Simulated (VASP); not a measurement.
# In3As3H2 in VASP: single point with PBE+D3(BJ)

Aim: the single point of In3As3H2 with PBE+D3(BJ).

Program: VASP 6.6.1. These are calculated values, not measurements. Logs are shortened: lines on timing, memory, paths and dates and some standing lists are left out, and cuts for length are marked.

## 1. The cell of the first run

The cell holds a slab with vacuum, 16 atoms: a = 8.644 Å, b = 6.112 Å, c = 26.796 Å, α = 90.00°, β = 90.00°, γ = 90.00°.

## 2. Single point, PBE+D3(BJ)

INCAR

```
ALGO     = Normal         # electronic algorithm
DIPOL    = 0.5 0.5 0.400
EDIFF    = 1E-6           # SCF threshold, eV
ENCUT    = 520            # plane-wave cutoff, eV
GGA      = PE             # functional
IDIPOL   = 3            
ISIF     = 2              # what is computed and relaxed
ISMEAR   = 0              # smearing method
IVDW     = 12             # dispersion correction
LASPH    = True           # aspherical terms in the spheres
LCHARG   = False          # write CHGCAR
LDIPOL   = True         
LREAL    = Auto         
LWAVE    = False          # write WAVECAR
NBANDS   = 70             # bands
NELM     = 60             # most SCF steps
PREC     = Accurate       # precision mode
SIGMA    = 0.1            # smearing width, eV
```

KPOINTS

```
k-points
0
Gamma
  2 3 1
```

POSCAR

```
In3As3H2
1.0
    8.6438581907      0.0000000000      0.0000000000
    0.0000000000      6.1121307423      0.0000000000
    0.0000000000      0.0000000000     26.7961981120
In As H
6 6 4
Direct
    0.2500000000      0.5000000000      0.3518733880
    0.7500000000      0.5000000000      0.3518733880
    0.4989899989     -0.0194300746      0.4310865839
    0.0014889109      0.0048269893      0.4354600903
    0.7607003844      0.4342572511      0.5014009506
    0.2448305511      0.4391706259      0.5027404518
    0.5000000000      0.2500000000      0.3518733880
    0.0000000000      0.2500000000      0.3518733880
    0.7542434099      0.7400969240      0.4332825200
    0.2463997805      0.7370354643      0.4327569554
    0.0027783162      0.1988714928      0.5258521385
    0.5022880692      0.2116837463      0.5155171079
    0.2524288400      0.6640032438      0.2983573794
    0.7484761817      0.6681413419      0.2990872473
    0.5013671503      0.1102951336      0.3050251042
    0.0000515519      0.0943384478      0.3076987202
```

Potentials or basis: VASP PAW PBE potentials, release 64 (In_d, As, H).

Started as:

```
cat potpaw_PBE.64/In_d/POTCAR potpaw_PBE.64/As/POTCAR potpaw_PBE.64/H/POTCAR > POTCAR
mpirun -np 1 vasp_std > vasp.out
```

OUTCAR:

```text
EDIFF = 1E-6
   ENCUT = 520
   GGA = PE
   ISIF = 2
   ISMEAR = 0
   IVDW = 12
   LASPH = True
   LREAL = Auto
   NELM = 60
   PREC = Accurate
 IVDW          = 12

 ion  position               nearest neighbor table
   1  0.250  0.500  0.352-  13 1.75  10 2.61   7 2.65   8 2.65
   2  0.750  0.500  0.352-  14 1.75   9 2.63   7 2.65   8 2.65
   3  0.499  0.981  0.431-  10 2.64   9 2.65  12 2.67   7 2.69
   4  0.001  0.005  0.435-  10 2.68   9 2.68   8 2.69  11 2.70   5 3.79   6 3.84
   5  0.761  0.434  0.501-   9 2.61  11 2.62  12 2.64   4 3.79
   6  0.245  0.439  0.503-  10 2.61  11 2.63  12 2.65   4 3.84
   7  0.500  0.250  0.352-  15 1.52   2 2.65   1 2.65   3 2.69
   8  0.000  0.250  0.352-  16 1.52   2 2.65   1 2.65   4 2.69
   9  0.754  0.740  0.433-   5 2.61   2 2.63   3 2.65   4 2.68
  10  0.246  0.737  0.433-   1 2.61   6 2.61   3 2.64   4 2.68
  11  0.003  0.199  0.526-   5 2.62   6 2.63   4 2.70
  12  0.502  0.212  0.516-   5 2.64   6 2.65   3 2.67
  13  0.252  0.664  0.298-   1 1.75
  14  0.748  0.668  0.299-   2 1.75
  15  0.501  0.110  0.305-   7 1.52
  16  0.000  0.094  0.308-   8 1.52

  LATTYP: Found a simple orthorhombic cell.
 ALAT       =     6.1121307423
 B/A-ratio  =     1.4142135624
 C/A-ratio  =     4.3841009366

  Lattice vectors:

 A1 = (   0.0000000000,  -6.1121307423,   0.0000000000)
 A2 = (   8.6438581907,   0.0000000000,   0.0000000000)
 A3 = (   0.0000000000,   0.0000000000,  26.7961981120)

Analysis of symmetry for initial positions (statically):
=====================================================================
 Subroutine PRICEL returns:
 Original cell was already a primitive cell.

 Routine SETGRP: Setting up the symmetry group for a
 simple orthorhombic supercell.

 Subroutine GETGRP returns: Found  1 space group operations
 (whereof  1 operations were pure point group operations)
 out of a pool of  8 trial point group operations.

The static configuration has the point symmetry C_1 .

Analysis of symmetry for dynamics (positions and initial velocities):
=====================================================================
 Subroutine PRICEL returns:
 Original cell was already a primitive cell.

 Routine SETGRP: Setting up the symmetry group for a
 simple orthorhombic supercell.

 Subroutine GETGRP returns: Found  1 space group operations
[... 119 lines left out ...]
   TEBEG  =    0.0;   TEEND  =   0.0 temperature during run
   PSTRESS=    0.0 pullay stress
   NELECT =     112.0000    total number of electrons
   NUPDOWN=      -1.0000    fix difference up-down
   EMIN   =  10.00;   EMAX   =-10.00  energy-range for DOS
   EFERMI =   0.00;   METHOD = LEGACY
   ISMEAR =     0;   SIGMA  =   0.10  broadening in eV -4-tet -1-fermi 0-gaus
   EFERMI_NEDOS =   21; number of points for ismear=-14 and -15
   IALGO  =     38    algorithm
   IMIX   =      4    mixing-type and parameters
     AMIX     =   0.40;   BMIX     =  1.00
     AMIX_MAG =   1.60;   BMIX_MAG =  1.00
  volume/ion in A,a.u.               =      88.48       597.10
  Fermi-wavevector in a.u.,A,eV,Ry     =   0.702786  1.328073  6.720026  0.493908
  Thomas-Fermi vector in A             =   1.787580
   LORBIT       =      0    0 simple, 1 ext, 2 COOP (PROOUT), +10 PAW based schemes
   GGA     = PE    functional components
   LHFCALC =     F    Hartree Fock is set to
   AEXX    =    0.0000 exact exchange contribution
   IVDW    =    12    specifies the selected vdW correction
   LEPSILON=     F    determine dielectric tensor
   LRPA    =     F    only Hartree local field effects (RPA)
 non-spin polarized calculation
 Gauss-broadening in eV      SIGMA  =   0.10
  energy-cutoff  :      520.00
  volume of cell :     1415.71
 maximum number of plane-waves:     38180
   NGX = 33   NGY = 23   NGZ = 99

 dipolmoment           0.000000      0.000000      0.000058 electrons x Angstroem

 number of electron     111.9999996 magnetization

 dipolmoment           0.000000      0.000000     -0.092756 electrons x Angstroem

 Free energy of the ion-electron system (eV)
  ---------------------------------------------------
  ext. energy  EPLUGINS =         0.00000000
  ---------------------------------------------------
  free energy    TOTEN  =       -56.15481860 eV

  energy without entropy =      -56.15481860  energy(sigma->0) =      -56.15481860

 E-fermi :  -2.2850     XC(G=0):  -2.8054

 val. band max:       -2.7511048039   @ k =   0.0000   0.0000   0.0000
 cond. band min:      -1.7536938663   @ k =   0.0000   0.0000   0.0000
 fundamental gap:      0.9974109377
 Fermi energy:        -2.2849607476

 k-point     1 :       0.0000    0.0000    0.0000
  band No.  band energies     occupation
      1     -17.1561      2.00000
      2     -17.1458      2.00000
      3     -17.0953      2.00000
      4     -17.0805      2.00000
      5     -17.0580      2.00000
      6     -17.0106      2.00000
[... 273 lines left out ...]
     67       1.7474      0.00000
     68       1.7799      0.00000
 [bands above 68 left out]

------------------------ aborting loop because EDIFF is reached ----------------------------------------

 vacuum level on the upper side and lower side of the slab       (xc-potential included)        -0.239         0.071

 Edisp (eV)   -2.55980

 E8    (eV) :    -1.2059

  FORCE on cell =-STRESS in cart. coord.  units (eV):
  Direction    XX          YY          ZZ          XY          YZ          ZX
  --------------------------------------------------------------------------------------
  -------------------------------------------------------------------------------------
  Total      -0.00946    -1.43483     0.16177     0.01904    -0.95023    -0.07073
  in kB      -0.01070    -1.62382     0.18308     0.02155    -1.07539    -0.08005
  external pressure =       -0.48 kB  Pullay stress =        0.00 kB

 VOLUME and BASIS-vectors are now :
 -----------------------------------------------------------------------------
  energy-cutoff  :      520.00
  volume of cell :     1415.71
      direct lattice vectors                 reciprocal lattice vectors
     8.643858191  0.000000000  0.000000000     0.115689080  0.000000000  0.000000000
     0.000000000  6.112130742  0.000000000     0.000000000  0.163609066  0.000000000
     0.000000000  0.000000000 26.796198112     0.000000000  0.000000000  0.037318727

 POSITION                                       TOTAL-FORCE (eV/Angst)
 -----------------------------------------------------------------------------------
      2.16096      3.05607      9.42887        -0.006715      0.052521     -0.729276
      6.48289      3.05607      9.42887         0.003464      0.131031     -0.588725
      4.31320      5.99337     11.55148         0.044894      0.335956      0.014314
      0.01287      0.02950     11.66867        -0.019920     -0.033274     -0.186497
      6.57539      2.65424     13.43564        -0.286625     -0.295101     -0.354945
      2.11628      2.68427     13.47153         0.281399     -0.414805     -0.382845
[... 8 lines left out ...]
      4.33375      0.67414      8.17351        -0.010192      0.004809     -0.148590
      0.00045      0.57661      8.24516         0.000332     -0.042335     -0.061341
 -----------------------------------------------------------------------------------
    total drift:                                0.019497      0.022481      0.065292

  FREE ENERGIE OF THE ION-ELECTRON SYSTEM (eV)
  ---------------------------------------------------
  free  energy   TOTEN  =       -58.7146143641 eV

  energy  without entropy=      -58.7146143641  energy(sigma->0) =      -58.71461436

 vacuum level on the upper side and lower side of the slab         1.984         2.298
```

It took 16 min on 1 thread of Intel Xeon Platinum 8375C at 2.90GHz (Ice Lake), shared host; peak memory 1.2 GiB.

Results:

| Property | Result |
| --- | --- |
| Free energy | -58.7146 eV |
| Largest force | 0.734 eV/Å |
| Band gap on the k mesh | 1.00 eV, direct |
| Dispersion energy per atom | -0.160 eV |

Forces in eV/Å, atoms in the order of the input:
```
In  -0.007  0.053 -0.729
In   0.003  0.131 -0.589
In   0.045  0.336  0.014
In  -0.020 -0.033 -0.186
In  -0.287 -0.295 -0.355
In   0.281 -0.415 -0.383
As   0.015 -0.260  0.635
As   0.006 -0.097  0.728
As   0.142  0.216  0.163
As  -0.147  0.302  0.265
As   0.005  0.077  0.111
As  -0.022 -0.045  0.464
H   -0.006  0.040  0.048
H    0.000  0.029  0.025
H   -0.010  0.005 -0.149
H    0.000 -0.042 -0.061
```

Caveat: spin-orbit coupling is left out, which moves the levels of the heavy elements.
